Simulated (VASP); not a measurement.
# Ta4Br (Im-3m) in VASP: further runs

Ta4Br is run at these levels: PBE; tasks: single point, relaxation of cell and atoms.

All numbers are computed with VASP 6.6.1; they aren't measurements. Logs are shortened: lines on timing, memory, paths and dates and some standing lists are left out, and cuts for length are marked.

## Step 1: The cell of the first run

Symmetry: Im-3m, No. 229, cubic system. The conventional cell has a = 5.790 Å, b = 5.790 Å, c = 5.790 Å, α = 90.00°, β = 90.00°, γ = 90.00°. Within 3.3 Å of Ta (site symmetry -3m) lie 2 Br at 2.51 Å and 6 Ta at 2.89 Å. Br (site symmetry m-3m) has 8 Ta at 2.51 Å within 3.3 Å.

The cell was generated, and may not be a known phase.

## Step 2: Single point, PBE

INCAR reads:

```
  PREC = Accurate
  ENCUT = 520
  EDIFF = 1E-6
  ISMEAR = 0
  SIGMA = 0.1
  LREAL = False
  LASPH = True
  NELM = 80
  ALGO = Normal
  ISIF = 2
  LWAVE = False
  LCHARG = False
  GGA = PE
  NBANDS = 34
```

KPOINTS reads:

```
regular mesh
0
Gamma
  4 4 4
```

POSCAR reads:

```
Ta4Br
1.0
   -2.8948226600      2.8948226600      2.8948226600
    2.8948226600     -2.8948226600      2.8948226600
    2.8948226600      2.8948226600     -2.8948226600
Ta Br
4 1
Direct
    0.0000000000      0.0000000000      0.5000000000
    0.5000000000      0.0000000000      0.0000000000
    0.5000000000      0.5000000000      0.5000000000
    0.0000000000      0.5000000000      0.0000000000
    0.0000000000      0.0000000000      0.0000000000
```

Potentials or basis: VASP PAW PBE potentials, release 64 (Ta_pv, Br).

Started as:

```console
> cat potpaw_PBE.64/Ta_pv/POTCAR potpaw_PBE.64/Br/POTCAR > POTCAR
> mpirun -np 1 vasp_std > vasp.out
```

OUTCAR:

```text
PREC = Accurate
   ENCUT = 520
   EDIFF = 1E-6
   ISMEAR = 0
   LREAL = False
   LASPH = True
   NELM = 80
   ISIF = 2
   GGA = PE

 ion  position               nearest neighbor table
   1  0.000  0.000  0.500-   5 2.51   5 2.51   4 2.89   2 2.89   3 2.89   4 2.89   2 2.89   3 2.89

   2  0.500  0.000  0.000-   5 2.51   5 2.51   4 2.89   1 2.89   3 2.89   3 2.89   1 2.89   4 2.89

   3  0.500  0.500  0.500-   5 2.51   5 2.51   4 2.89   1 2.89   2 2.89   4 2.89   1 2.89   2 2.89

   4  0.000  0.500  0.000-   5 2.51   5 2.51   3 2.89   1 2.89   2 2.89   1 2.89   3 2.89   2 2.89

   5  0.000  0.000  0.000-   1 2.51   2 2.51   3 2.51   4 2.51   1 2.51   4 2.51   2 2.51   3 2.51

  LATTYP: Found a body centered cubic cell.
 ALAT       =     5.7896453200

  Lattice vectors:

 A1 = (  -2.8948226600,   2.8948226600,   2.8948226600)
 A2 = (   2.8948226600,  -2.8948226600,   2.8948226600)
 A3 = (   2.8948226600,   2.8948226600,  -2.8948226600)

Analysis of symmetry for initial positions (statically):
=====================================================================
 Subroutine PRICEL returns:
 Original cell was already a primitive cell.

 Routine SETGRP: Setting up the symmetry group for a
 body centered cubic supercell.

 Subroutine GETGRP returns: Found 48 space group operations
 (whereof 48 operations were pure point group operations)
 out of a pool of 48 trial point group operations.

The static configuration has the point symmetry O_h .

Analysis of symmetry for dynamics (positions and initial velocities):
=====================================================================
 Subroutine PRICEL returns:
 Original cell was already a primitive cell.

 Routine SETGRP: Setting up the symmetry group for a
 body centered cubic supercell.

 Subroutine GETGRP returns: Found 48 space group operations
 (whereof 48 operations were pure point group operations)
 out of a pool of 48 trial point group operations.

The dynamic configuration has the point symmetry O_h .

 Subroutine INISYM returns: Found 48 space group operations
 (whereof 48 operations are pure point group operations),
 and found     1 'primitive' translations

----------------------------------------------------------------------------------------

                                     Primitive cell

  volume of cell :      97.0344

  direct lattice vectors                    reciprocal lattice vectors
    -2.894822660  2.894822660  2.894822660     0.000000000  0.172722152  0.172722152
[... 77 lines left out ...]
   EDIFFG = 0.1E-04   stopping-criterion for IOM
   NSW    =      0    number of steps for IOM
   IBRION =     -1    ionic relax: 0-MD 1-quasi-New 2-CG
   NFREE  =      0    steps in history (QN), initial steepest desc. (CG)
   ISIF   =      2    stress and relaxation
   ISYM   =      2    0-nonsym 1-usesym 2-fastsym
   POTIM  = 0.5000    time-step for ionic-motion
   TEBEG  =    0.0;   TEEND  =   0.0 temperature during run
   PSTRESS=    0.0 pullay stress
   NELECT =      51.0000    total number of electrons
   NUPDOWN=      -1.0000    fix difference up-down
   EMIN   =  10.00;   EMAX   =-10.00  energy-range for DOS
   EFERMI =   0.00;   METHOD = LEGACY
   ISMEAR =     0;   SIGMA  =   0.10  broadening in eV -4-tet -1-fermi 0-gaus
   EFERMI_NEDOS =   21; number of points for ismear=-14 and -15
   IALGO  =     38    algorithm
   IMIX   =      4    mixing-type and parameters
     AMIX     =   0.40;   BMIX     =  1.00
     AMIX_MAG =   1.60;   BMIX_MAG =  1.00
  volume/ion in A,a.u.               =      19.41       130.96
  Fermi-wavevector in a.u.,A,eV,Ry     =   1.321163  2.496635 23.748569  1.745471
  Thomas-Fermi vector in A             =   2.450936
   LORBIT       =      0    0 simple, 1 ext, 2 COOP (PROOUT), +10 PAW based schemes
   GGA     = PE    functional components
   LHFCALC =     F    Hartree Fock is set to
   AEXX    =    0.0000 exact exchange contribution
   IVDW    =     0    specifies the selected vdW correction
   LEPSILON=     F    determine dielectric tensor
   LRPA    =     F    only Hartree local field effects (RPA)
 non-spin polarized calculation
 Gauss-broadening in eV      SIGMA  =   0.10
  energy-cutoff  :      520.00
  volume of cell :       97.03
 maximum number of plane-waves:      2625
 NGX is ok and might be reduce to    40
   NGX = 19   NGY = 19   NGZ = 19

 number of electron      50.9999999 magnetization

 Free energy of the ion-electron system (eV)
  ---------------------------------------------------
  ext. energy  EPLUGINS =         0.00000000
  ---------------------------------------------------
  free energy    TOTEN  =       -41.33439524 eV

  energy without entropy =      -41.32395290  energy(sigma->0) =      -41.32917407

 E-fermi :   5.9468     XC(G=0): -11.8112

 val. band max:        5.9464756365   @ k =   0.5000   0.5000   0.5000
 cond. band min:       6.1014638399   @ k =   0.5000   0.0000   0.0000
 fundamental gap:      0.1549882035
 Fermi energy:         5.9468124735

 k-point     1 :       0.0000    0.0000    0.0000
  band No.  band energies     occupation
      1     -29.0640      2.00000
      2     -29.0640      2.00000
      3     -29.0640      2.00000
      4     -28.7071      2.00000
      5     -28.7071      2.00000
      6     -28.7071      2.00000
[... 285 lines left out ...]
     33      10.9396      0.00000
     34      10.9396      0.00000

------------------------ aborting loop because EDIFF is reached ----------------------------------------

  FORCE on cell =-STRESS in cart. coord.  units (eV):
  Direction    XX          YY          ZZ          XY          YZ          ZX
  --------------------------------------------------------------------------------------
  -------------------------------------------------------------------------------------
  Total        6.9250347      6.9250347      6.9250347      0.0000000      0.0000000      0.0000000
  in kB      114.3422293    114.3422293    114.3422293      0.0000000      0.0000000      0.0000000
  external PRESSURE =     114.3422293 kB  Pullay stress =       0.0000000 kB

 VOLUME and BASIS-vectors are now :
 -----------------------------------------------------------------------------
  energy-cutoff  :      520.00
  volume of cell :       97.03
      direct lattice vectors                 reciprocal lattice vectors
    -2.894822660  2.894822660  2.894822660     0.000000000  0.172722152  0.172722152
     2.894822660 -2.894822660  2.894822660     0.172722152  0.000000000  0.172722152
     2.894822660  2.894822660 -2.894822660     0.172722152  0.172722152  0.000000000

 POSITION                                       TOTAL-FORCE (eV/Angst)
 -----------------------------------------------------------------------------------
      1.44741      1.44741     -1.44741         0.000000     -0.000000     -0.000000
     -1.44741      1.44741      1.44741        -0.000000      0.000000     -0.000000
      1.44741      1.44741      1.44741         0.000000      0.000000     -0.000000
      1.44741     -1.44741      1.44741         0.000000      0.000000      0.000000
      0.00000      0.00000      0.00000        -0.000000      0.000000      0.000000
 -----------------------------------------------------------------------------------
    total drift:                                0.000000     -0.000000      0.000000

  FREE ENERGIE OF THE ION-ELECTRON SYSTEM (eV)
  ---------------------------------------------------
  free  energy   TOTEN  =       -41.3343952449 eV

  energy  without entropy=      -41.3239528964  energy(sigma->0) =      -41.32917407
```

OSZICAR:

```text
N       E                     dE             d eps       ncg     rms          rms(c)
DAV:   1     0.483925371469E+03    0.48393E+03   -0.27594E+04   544   0.149E+03
DAV:   2    -0.212416382028E+02   -0.50517E+03   -0.49113E+03   632   0.441E+02
DAV:   3    -0.422511178544E+02   -0.21009E+02   -0.20363E+02   708   0.788E+01
DAV:   4    -0.426714717436E+02   -0.42035E+00   -0.41486E+00   702   0.103E+01
DAV:   5    -0.426814653564E+02   -0.99936E-02   -0.99745E-02   692   0.133E+00    0.267E+01
DAV:   6    -0.416192430544E+02    0.10622E+01   -0.14340E+00   618   0.701E+00    0.139E+01
DAV:   7    -0.413399341411E+02    0.27931E+00   -0.12476E+00   640   0.627E+00    0.131E+00
DAV:   8    -0.413342493856E+02    0.56848E-02   -0.57857E-02   662   0.132E+00    0.328E-01
DAV:   9    -0.413344027338E+02   -0.15335E-03   -0.17613E-03   720   0.219E-01    0.135E-01
DAV:  10    -0.413344001308E+02    0.26031E-05   -0.10641E-04   670   0.555E-02    0.192E-02
DAV:  11    -0.413343962303E+02    0.39005E-05   -0.43616E-06   632   0.105E-02    0.644E-03
DAV:  12    -0.413343952449E+02    0.98533E-06   -0.40689E-07   416   0.390E-03
   1 F= -.41334395E+02 E0= -.41329174E+02  d E =-.104423E-01
```

stdout:

```text
POSCAR found type information on POSCAR TaBr
 POSCAR found :  2 types and       5 ions
 scaLAPACK will be used
 LDA part: xc-table for (Slater+PW92), standard interpolation
 POSCAR, INCAR and KPOINTS ok, starting setup
 FFT: planning ... GRIDC
 FFT: planning ... GRID_SOFT
 FFT: planning ... GRID
 WAVECAR not read
 entering main loop
```

Wall time 46 s (1 thread of Oxide Virtual Turin-like, shared host); peak memory 0.2 GiB.

What came out:

```yaml
Free_energy: -41.3344 eV
Pressure: 11.4 GPa
Band_gap_on_the_k_mesh: zero (an odd number of electrons rules out a gap without spin polarisation)
```

Levels at points of the mesh, in eV from the Fermi level:
```
           k point  band 22  band 23  band 24  band 25  band 26  band 27  band 28  band 29  band 30  band 31
(0.00, 0.00, 0.00)    -2.84    -2.76    -2.76     0.92     0.92     0.92     2.27     2.27     2.27     2.28
(0.50, 0.00, 0.00)    -1.54    -1.17    -0.27    -0.08     0.15     0.27     0.53     1.00     1.11     1.33
(0.50, 0.50, 0.50)    -2.10    -1.01    -1.01     0.00     0.00     0.00     1.67     1.67     1.67     3.70
```

Caveat: the k points lie up to 0.38 Å⁻¹ apart, too coarse for converged energies and pressures of a metal; spin-orbit coupling is left out, which moves the levels of the heavy elements; an odd number of electrons without spin polarisation forces a metal; a magnetic or distorted state may lie lower.

## Step 3: Single point, PBE

This run uses another cell than the first one, of 20.80 Å³/atom.

INCAR reads:

```
SYSTEM = Ta4Br
PREC = Accurate ; ENCUT = 520
EDIFF = 1E-6 ; ISMEAR = 0
SIGMA = 0.1 ; LREAL = .False.
LASPH = .True. ; NELM = 100
ALGO = Fast ; ISIF = 2
LWAVE = .False. ; LCHARG = .False.
GGA = PE ; NBANDS = 34
```

KPOINTS reads:

```
Automatic mesh
0
Gamma
  4 4 4
  0 0 0
```

Edit POSCAR of step 2 so:

```diff
@@ -2,5 +2,5 @@
 1.0
-   -2.8948226600      2.8948226600      2.8948226600
-    2.8948226600     -2.8948226600      2.8948226600
-    2.8948226600      2.8948226600     -2.8948226600
+   -2.9627005200      2.9627005200      2.9627005200
+    2.9627005200     -2.9627005200      2.9627005200
+    2.9627005200      2.9627005200     -2.9627005200
 Ta Br
```

Potentials or basis: VASP PAW PBE potentials, release 64 (Ta_pv, Br).

Started as:

```console
> cat potpaw_PBE.64/Ta_pv/POTCAR potpaw_PBE.64/Br/POTCAR > POTCAR
> mpirun -np 1 vasp_std > vasp.out
```

Run time: 66 s. Hardware: 1 thread of Oxide Virtual Turin-like, shared host; peak memory 0.2 GiB.

Results (log left out):

```
Free energy            : -41.5655 eV
Pressure               : -0.2 GPa
Band gap on the k mesh : zero (an odd number of electrons rules out a gap without spin polarisation)
```

Levels at points of the mesh, in eV from the Fermi level:
```
           k point  band 22  band 23  band 24  band 25  band 26  band 27  band 28  band 29  band 30  band 31
(0.00, 0.00, 0.00)    -2.72    -2.53    -2.53     0.85     0.85     0.85     1.72     2.09     2.09     2.09
(0.50, 0.00, 0.00)    -1.45    -1.25    -0.25    -0.04     0.08     0.27     0.44     0.86     1.01     1.05
(0.50, 0.50, 0.50)    -1.94    -1.01    -1.01     0.00     0.00     0.00     1.55     1.55     1.55     3.45
```

Caveat: the k points lie up to 0.37 Å⁻¹ apart, too coarse for converged energies and pressures of a metal; spin-orbit coupling is left out, which moves the levels of the heavy elements; an odd number of electrons without spin polarisation forces a metal; a magnetic or distorted state may lie lower.

(Continued in part 2 of 2.)

The gap in the log of VASP goes by the Fermi energy; the results here count the filled bands.